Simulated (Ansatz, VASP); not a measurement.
One calculation of Sb, two programs

INCAR

```
PREC     = Accurate       # precision mode
ENCUT    = 400            # plane-wave cutoff, eV
EDIFF    = 1E-8           # SCF threshold, eV
ISMEAR   = -1             # smearing method
SIGMA    = 0.05           # smearing width, eV
LREAL    = F              # projectors in reciprocal space
LASPH    = T              # aspherical terms in the spheres
NELM     = 120            # most SCF steps
ALGO     = Normal         # electronic algorithm
ISIF     = 2              # what is computed and relaxed
LWAVE    = F              # write WAVECAR
LCHARG   = F              # write CHGCAR
GGA      = PS             # functional
LEFG     = T            
NBANDS   = 12             # bands
GGA_COMPAT= F
```

The input KPOINTS:

```
regular mesh
0
Gamma
  9 9 9
```

POSCAR

```
Sb
1.0
    2.1506003320      1.2416496806      3.7065600000
   -2.1506003320      1.2416496806      3.7065600000
    0.0000000000     -2.4832993611      3.7065600000
Sb
2
Direct
    0.2336400000      0.2336400000      0.2336400000
    0.7663600000      0.7663600000      0.7663600000
```

Input for Ansatz:

```yaml
crystal:
  lattice:
    - [2.150600332, 1.2416496806, 3.70656]
    - [-2.150600332, 1.2416496806, 3.70656]
    - [0.0, -2.4832993611, 3.70656]
  atoms:
    - { symbol: Sb, position: [0.23364, 0.23364, 0.23364] }
    - { symbol: Sb, position: [0.76636, 0.76636, 0.76636] }
kpoints:
  mp_grid: { grid: [9, 9, 9] }
scf:
  occupations: { method: fermi_dirac, width: 0.05 }
hamiltonian:
  xc: pbesol
  pseudopotentials: { kind: all_electron, datasets: crystal }
output:
  forces: true
  stress: true
  eigenvalues: true
  efg: { contact_densities: true }
```

Change from the starting cell: zz strain of -1 %, crystal datasets.

Alike in both runs: task electric field gradients; functional PBEsol; k mesh 9 × 9 × 9; occupations fermi-dirac, width 0.05 eV; no spin polarisation.

|  | VASP | Ansatz |
| --- | --- | --- |
| version | VASP 6.6.1 | Ansatz 0.2.0 |
| potentials or method | VASP PAW PBE potentials, release 64 (Sb), cutoff 400 eV | all-electron PAW with datasets made for the crystal, scalar-relativistic |

```csv
,VASP,Ansatz,Ansatz less VASP
pressure (GPa),1.2,1.0,-0.19
"traceless stress, the component that is largest in VASP (GPa)",-0.19,-0.13,+0.058
rms of the force components (eV/Å),0.154,0.120,-0.0335
size of Vzz on the site where it differs most (V/Å²),46.4,50.7,+4.38
```

VASP's potentials were made for PBE, not for PBEsol. Atom by atom the forces differ by 0.034 eV/Å (rms over components). Ansatz ran all-electron here, and VASP with PAW potentials.

Neither program's run includes spin-orbit coupling.
